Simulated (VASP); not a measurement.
# GaSb5P (F-43m) in VASP: notebook

The runs below take GaSb5P through single point, relaxation of cell and atoms, with PBE.

All numbers are computed with VASP 6.6.1; they aren't measurements. Logs are shortened: lines on timing, memory, paths and dates and some standing lists are left out, and cuts for length are marked.

**1. The cell of the first run**

Symmetry: F-43m, No. 216, cubic system. The conventional cell has a = 10.106 Å, b = 10.106 Å, c = 10.106 Å, α = 90.00°, β = 90.00°, γ = 90.00°. Ga (site symmetry -43m) has 16 Sb at 4.26 to 4.38 Å and 4 P at 4.38 Å within 5.6 Å. Sb (site symmetry 3m) has 1 P at 2.53 Å and 3 Sb at 3.02 Å within 3.3 Å. Within 5.4 Å of Sb (site symmetry -43m) lie 12 Sb at 4.14 Å and 4 Ga at 4.38 Å and 6 P at 5.05 Å. Within 3.3 Å of P (site symmetry -43m) lie 4 Sb at 2.53 Å.

The cell was generated, and may not be a known phase.

**2. Single point, PBE**

File INCAR:

```
PREC     = Accurate       # precision mode
ENCUT    = 520            # plane-wave cutoff, eV
EDIFF    = 1E-6           # SCF threshold, eV
ISMEAR   = 0              # smearing method
SIGMA    = 0.2            # smearing width, eV
LREAL    = F              # projectors in reciprocal space
LASPH    = T              # aspherical terms in the spheres
NELM     = 100            # most SCF steps
ALGO     = Normal         # electronic algorithm
ISIF     = 2              # what is computed and relaxed
LWAVE    = F              # write WAVECAR
LCHARG   = F              # write CHGCAR
GGA      = PE             # functional
NBANDS   = 30             # bands
```

File KPOINTS:

```
regular mesh
0
Gamma
  3 3 3
```

File POSCAR:

```
GaSb5P
1.0
    0.0000000000      5.0530353426      5.0530353426
    5.0530353426      0.0000000000      5.0530353426
    5.0530353426      5.0530353426      0.0000000000
Ga Sb P
1 5 1
Direct
    0.2500000000      0.2500000000      0.2500000000
    0.6443965930      0.6443965930      0.6443965930
    0.6443965930      0.6443965930      0.0668102211
    0.6443965930      0.0668102211      0.6443965930
    0.0668102211      0.6443965930      0.6443965930
    0.0000000000      0.0000000000      0.0000000000
    0.5000000000      0.5000000000      0.5000000000
```

Potentials or basis: VASP PAW PBE potentials, release 64 (Ga_d, Sb, P).

Started as:

```bash
$ cat potpaw_PBE.64/Ga_d/POTCAR potpaw_PBE.64/Sb/POTCAR potpaw_PBE.64/P/POTCAR > POTCAR
$ mpirun -np 1 vasp_std > vasp.out
```

OUTCAR:

```text
PREC = Accurate
   ENCUT = 520
   EDIFF = 1E-6
   ISMEAR = 0
   LREAL = F
   LASPH = T
   NELM = 100
   ISIF = 2
   GGA = PE

 ion  position               nearest neighbor table
   1  0.250  0.250  0.250-
   2  0.644  0.644  0.644-   7 2.53   4 3.02   5 3.02   3 3.02
   3  0.644  0.644  0.067-   7 2.53   4 3.02   5 3.02   2 3.02
   4  0.644  0.067  0.644-   7 2.53   3 3.02   5 3.02   2 3.02
   5  0.067  0.644  0.644-   7 2.53   3 3.02   4 3.02   2 3.02
   6  0.000  0.000  0.000-
   7  0.500  0.500  0.500-   3 2.53   4 2.53   5 2.53   2 2.53

  LATTYP: Found a face centered cubic cell.
 ALAT       =    10.1060706852

  Lattice vectors:

 A1 = (   0.0000000000,   5.0530353426,   5.0530353426)
 A2 = (   5.0530353426,   0.0000000000,   5.0530353426)
 A3 = (   5.0530353426,   5.0530353426,   0.0000000000)

Analysis of symmetry for initial positions (statically):
=====================================================================
 Subroutine PRICEL returns:
 Original cell was already a primitive cell.

 Routine SETGRP: Setting up the symmetry group for a
 face centered cubic supercell.

 Subroutine GETGRP returns: Found 24 space group operations
 (whereof 24 operations were pure point group operations)
 out of a pool of 48 trial point group operations.

The static configuration has the point symmetry T_d .

Analysis of symmetry for dynamics (positions and initial velocities):
=====================================================================
 Subroutine PRICEL returns:
 Original cell was already a primitive cell.

 Routine SETGRP: Setting up the symmetry group for a
 face centered cubic supercell.

 Subroutine GETGRP returns: Found 24 space group operations
 (whereof 24 operations were pure point group operations)
 out of a pool of 48 trial point group operations.

The dynamic configuration has the point symmetry T_d .

 Subroutine INISYM returns: Found 24 space group operations
 (whereof 24 operations are pure point group operations),
 and found     1 'primitive' translations

----------------------------------------------------------------------------------------

                                     Primitive cell

  volume of cell :     258.0400

  direct lattice vectors                    reciprocal lattice vectors
     0.000000000  5.053035343  5.053035343    -0.098950426  0.098950426  0.098950426
     5.053035343  0.000000000  5.053035343     0.098950426 -0.098950426  0.098950426
     5.053035343  5.053035343  0.000000000     0.098950426  0.098950426 -0.098950426

  length of vectors
     7.146071113  7.146071113  7.146071113     0.171387165  0.171387165  0.171387165

  position of ions in fractional coordinates (direct lattice)
     0.250000000  0.250000000  0.250000000
     0.644396593  0.644396593  0.644396593
     0.644396593  0.644396593  0.066810221
     0.644396593  0.066810221  0.644396593
     0.066810221  0.644396593  0.644396593
     0.000000000  0.000000000  0.000000000
     0.500000000  0.500000000  0.500000000

  ion indices of the primitive-cell ions
   primitive index   ion index
                 1           1
                 2           2
                 3           3
                 4           4
                 5           5
                 6           6
                 7           7

----------------------------------------------------------------------------------------

 KPOINTS: regular mesh

Automatic generation of k-mesh.
 Grid dimensions read from file:
 generate k-points for:    3    3    3

 Generating k-lattice:

  Cartesian coordinates                     Fractional coordinates (reciprocal lattice)
    -0.032983475  0.032983475  0.032983475     0.333333333  0.000000000  0.000000000
     0.032983475 -0.032983475  0.032983475     0.000000000  0.333333333  0.000000000
     0.032983475  0.032983475 -0.032983475     0.000000000  0.000000000  0.333333333

  Length of vectors
     0.057129055  0.057129055  0.057129055

  Shift w.r.t. Gamma in fractional coordinates (k-lattice)
     0.000000000  0.000000000  0.000000000

 Subroutine IBZKPT returns following result:
 ===========================================

 Found      4 irreducible k-points:

 Following reciprocal coordinates:
            Coordinates               Weight
  0.000000  0.000000  0.000000      1.000000
  0.333333  0.000000  0.000000      8.000000
  0.333333  0.333333  0.000000      6.000000
 -0.333333  0.333333  0.000000     12.000000
   k-points           NKPTS =      4   k-points in BZ     NKDIM =      4   number of bands    NBANDS=     30
   number of dos      NEDOS =    301   number of ions     NIONS =      7
   total plane-waves  NPLWV = 157464
   dimension x,y,z NGX =    54 NGY =   54 NGZ =   54
   dimension x,y,z NGXF=   108 NGYF=  108 NGZF=  108
   ions per type =               1   5   1
   NGX,Y,Z   is equivalent  to a cutoff of  12.56, 12.56, 12.56 a.u.
   NGXF,Y,Z  is equivalent  to a cutoff of  25.13, 25.13, 25.13 a.u.
 SYSTEM =  unknown system
   PREC   = accura    normal or accurate (medium, high low for compatibility)
   ISTART =      0    job   : 0-new  1-cont  2-samecut
   ICHARG =      2    charge: 1-file 2-atom 10-const
   ISPIN  =      1    spin polarized calculation?
   LNONCOLLINEAR =      F non collinear calculations
   LSORBIT =      F    spin-orbit coupling
   LASPH  =      T    aspherical Exc in radial PAW
   ENCUT  =  520.0 eV  38.22 Ry    6.18 a.u.  13.29 13.29 13.29*2*pi/ulx,y,z
   NELM   =    100;   NELMIN=  2; NELMDL= -5     # of ELM steps
   EDIFF  = 0.1E-05   stopping-criterion for ELM
   LREAL  =      F    real-space projection
   EDIFFG = 0.1E-04   stopping-criterion for IOM
   NSW    =      0    number of steps for IOM
   IBRION =     -1    ionic relax: 0-MD 1-quasi-New 2-CG
   NFREE  =      0    steps in history (QN), initial steepest desc. (CG)
   ISIF   =      2    stress and relaxation
   ISYM   =      2    0-nonsym 1-usesym 2-fastsym
   POTIM  = 0.5000    time-step for ionic-motion
   TEBEG  =    0.0;   TEEND  =   0.0 temperature during run
   PSTRESS=    0.0 pullay stress
   NELECT =      43.0000    total number of electrons
   NUPDOWN=      -1.0000    fix difference up-down
   EMIN   =  10.00;   EMAX   =-10.00  energy-range for DOS
   EFERMI =   0.00;   METHOD = LEGACY
   ISMEAR =     0;   SIGMA  =   0.20  broadening in eV -4-tet -1-fermi 0-gaus
   EFERMI_NEDOS =   21; number of points for ismear=-14 and -15
   IALGO  =     38    algorithm
   IMIX   =      4    mixing-type and parameters
     AMIX     =   0.40;   BMIX     =  1.00
     AMIX_MAG =   1.60;   BMIX_MAG =  1.00
  volume/ion in A,a.u.               =      36.86       248.76
  Fermi-wavevector in a.u.,A,eV,Ry     =   0.900884  1.702423 11.042368  0.811591
  Thomas-Fermi vector in A             =   2.023896
   LORBIT       =      0    0 simple, 1 ext, 2 COOP (PROOUT), +10 PAW based schemes
   GGA     = PE    functional components
   LHFCALC =     F    Hartree Fock is set to
   AEXX    =    0.0000 exact exchange contribution
   IVDW    =     0    specifies the selected vdW correction
   LEPSILON=     F    determine dielectric tensor
   LRPA    =     F    only Hartree local field effects (RPA)
 non-spin polarized calculation
 Gauss-broadening in eV      SIGMA  =   0.20
  energy-cutoff  :      520.00
  volume of cell :      258.04
 maximum number of plane-waves:      6967
 NGX is ok and might be reduce to    54
   NGX = 27   NGY = 27   NGZ = 27

 number of electron      43.0000009 magnetization

 Free energy of the ion-electron system (eV)
  ---------------------------------------------------
  ext. energy  EPLUGINS =         0.00000000
  ---------------------------------------------------
  free energy    TOTEN  =       -23.69062364 eV

  energy without entropy =      -23.48597259  energy(sigma->0) =      -23.58829811

 E-fermi :   4.0355     XC(G=0):  -8.3455

 val. band max:        4.0173447696   @ k =   0.3333   0.3333   0.0000
 cond. band min:       4.0899419183   @ k =   0.3333   0.3333   0.0000
 fundamental gap:      0.0725971486
 Fermi energy:         4.0354883731

 k-point     1 :       0.0000    0.0000    0.0000
  band No.  band energies     occupation
      1     -11.7872      2.00000
      2     -11.7872      2.00000
      3     -11.7872      2.00000
      4     -11.7870      2.00000
      5     -11.7870      2.00000
      6      -8.7722      2.00000
      7      -6.1003      2.00000
      8      -4.7884      2.00000
      9      -4.7884      2.00000
     10      -4.7884      2.00000
     11      -4.2611      2.00000
     12      -1.3395      2.00000
     13      -0.4557      2.00000
     14      -0.4557      2.00000
     15      -0.4557      2.00000
     16       1.9753      2.00000
     17       1.9753      2.00000
     18       2.9172      2.00000
     19       2.9172      2.00000
     20       2.9172      2.00000
     21       3.2908      2.00000
     22       4.4506      0.00333
     23       4.4506      0.00333
     24       4.4506      0.00333
     25       6.0833      0.00000
     26       6.0833      0.00000
     27       6.0833      0.00000
     28       6.1554      0.00000
     29       6.1554      0.00000
     30       6.1555      0.00000

 k-point     2 :       0.3333    0.0000    0.0000
  band No.  band energies     occupation
      1     -11.7872      2.00000
      2     -11.7872      2.00000
      3     -11.7872      2.00000
      4     -11.7870      2.00000
      5     -11.7870      2.00000
      6      -8.5720      2.00000
      7      -6.9048      2.00000
      8      -4.8323      2.00000
      9      -4.8323      2.00000
     10      -4.4256      2.00000
     11      -3.7046      2.00000
     12      -1.4620      2.00000
     13      -0.3012      2.00000
     14      -0.1530      2.00000
     15      -0.1530      2.00000
     16       1.8574      2.00000
     17       1.8574      2.00000
     18       1.9735      2.00000
     19       2.9441      2.00000
     20       2.9441      2.00000
     21       3.9305      1.54211
     22       4.4594      0.00272
     23       4.4595      0.00272
     24       4.5639      0.00019
     25       5.2206      0.00000
     26       5.2206      0.00000
     27       5.6170      0.00000
     28       6.1199      0.00000
     29       6.2220      0.00000
     30       6.2220      0.00000

 k-point     3 :       0.3333    0.3333    0.0000
  band No.  band energies     occupation
      1     -11.7873      2.00000
      2     -11.7872      2.00000
      3     -11.7872      2.00000
      4     -11.7870      2.00000
      5     -11.7870      2.00000
      6      -8.4855      2.00000
      7      -7.1008      2.00000
      8      -4.8867      2.00000
      9      -4.8867      2.00000
     10      -4.4387      2.00000
     11      -3.2701      2.00000
     12      -1.6863      2.00000
     13      -0.6977      2.00000
     14       0.2445      2.00000
     15       0.2445      2.00000
     16       1.7140      2.00000
     17       2.2823      2.00000
     18       2.4559      2.00000
     19       2.4559      2.00000
     20       2.4701      2.00000
     21       4.0173      1.10209
     22       4.0173      1.10208
     23       4.0899      0.70020
     24       4.5976      0.00007
     25       5.1983      0.00000
     26       5.5088      0.00000
     27       5.5088      0.00000
     28       5.9465      0.00000
     29       6.0239      0.00000
     30       6.0239      0.00000

 k-point     4 :      -0.3333    0.3333    0.0000
  band No.  band energies     occupation
      1     -11.7873      2.00000
      2     -11.7872      2.00000
      3     -11.7872      2.00000
      4     -11.7870      2.00000
      5     -11.7870      2.00000
      6      -8.3699      2.00000
      7      -7.3230      2.00000
      8      -5.0421      2.00000
      9      -4.8807      2.00000
     10      -4.2711      2.00000
     11      -2.9969      2.00000
     12      -1.4873      2.00000
     13      -1.2325      2.00000
     14       0.3126      2.00000
     15       0.6382      2.00000
     16       1.5963      2.00000
     17       1.9796      2.00000
     18       2.3478      2.00000
     19       2.7855      2.00000
     20       3.2258      2.00000
     21       3.2478      2.00000
     22       3.9792      1.30939
     23       4.0914      0.69284
     24       4.2707      0.09622
     25       4.8258      0.00000
     26       5.4259      0.00000
     27       5.5757      0.00000
     28       5.6878      0.00000
     29       6.1259      0.00000
     30       6.6012      0.00000

------------------------ aborting loop because EDIFF is reached ----------------------------------------

  FORCE on cell =-STRESS in cart. coord.  units (eV):
  Direction    XX          YY          ZZ          XY          YZ          ZX
  --------------------------------------------------------------------------------------
  -------------------------------------------------------------------------------------
  Total        0.1592968      0.1592968      0.1592968      0.0000000      0.0000000      0.0000000
  in kB        0.9890782      0.9890782      0.9890782      0.0000000      0.0000000      0.0000000
  external PRESSURE =       0.9890782 kB  Pullay stress =       0.0000000 kB

 VOLUME and BASIS-vectors are now :
 -----------------------------------------------------------------------------
  energy-cutoff  :      520.00
  volume of cell :      258.04
      direct lattice vectors                 reciprocal lattice vectors
     0.000000000  5.053035343  5.053035343    -0.098950426  0.098950426  0.098950426
     5.053035343  0.000000000  5.053035343     0.098950426 -0.098950426  0.098950426
     5.053035343  5.053035343  0.000000000     0.098950426  0.098950426 -0.098950426

 POSITION                                       TOTAL-FORCE (eV/Angst)
 -----------------------------------------------------------------------------------
      2.52652      2.52652      2.52652        -0.000000     -0.000000     -0.000000
      6.51232      6.51232      6.51232         0.037540      0.037540      0.037540
      3.59375      3.59375      6.51232        -0.037540     -0.037540      0.037540
      3.59375      6.51232      3.59375        -0.037540      0.037540     -0.037540
      6.51232      3.59375      3.59375         0.037540     -0.037540     -0.037540
      0.00000      0.00000      0.00000        -0.000000     -0.000000     -0.000000
      5.05304      5.05304      5.05304        -0.000000     -0.000000     -0.000000
 -----------------------------------------------------------------------------------
    total drift:                               -0.000000     -0.000000     -0.000000

  FREE ENERGIE OF THE ION-ELECTRON SYSTEM (eV)
  ---------------------------------------------------
  free  energy   TOTEN  =       -23.6906236363 eV

  energy  without entropy=      -23.4859725851  energy(sigma->0) =      -23.58829811
```

Wall time 71 s (1 thread of Intel Xeon Platinum 8175M at 2.50GHz (Skylake/Cascade Lake), shared host); peak memory 0.4 GiB.

Results:

```yaml
Free_energy: -23.6906 eV
Pressure: 0.1 GPa
Largest_force: 0.065 eV/Å
Band_gap_on_the_k_mesh: zero (an odd number of electrons rules out a gap without spin polarisation)
```

Forces in eV/Å, atoms in the order of the input:
```
Ga   0.000  0.000  0.000
Sb   0.038  0.038  0.038
Sb  -0.038 -0.038  0.038
Sb  -0.038  0.038 -0.038
Sb   0.038 -0.038 -0.038
Sb   0.000  0.000  0.000
P    0.000  0.000  0.000
```

Levels at points of the mesh, in eV from the Fermi level:
```csv
k point,band 17,band 18,band 19,band 20,band 21,band 22,band 23,band 24,band 25,band 26
"(0.00, 0.00, 0.00)",-2.06,-1.12,-1.12,-1.12,-0.74,0.42,0.42,0.42,2.05,2.05
```

Caveat: spin-orbit coupling is left out, which moves the levels of the heavy elements; an odd number of electrons without spin polarisation forces a metal; a magnetic or distorted state may lie lower.

[end of part 1 of 2]

The gap in the log of VASP goes by the Fermi energy; the results here count the filled bands.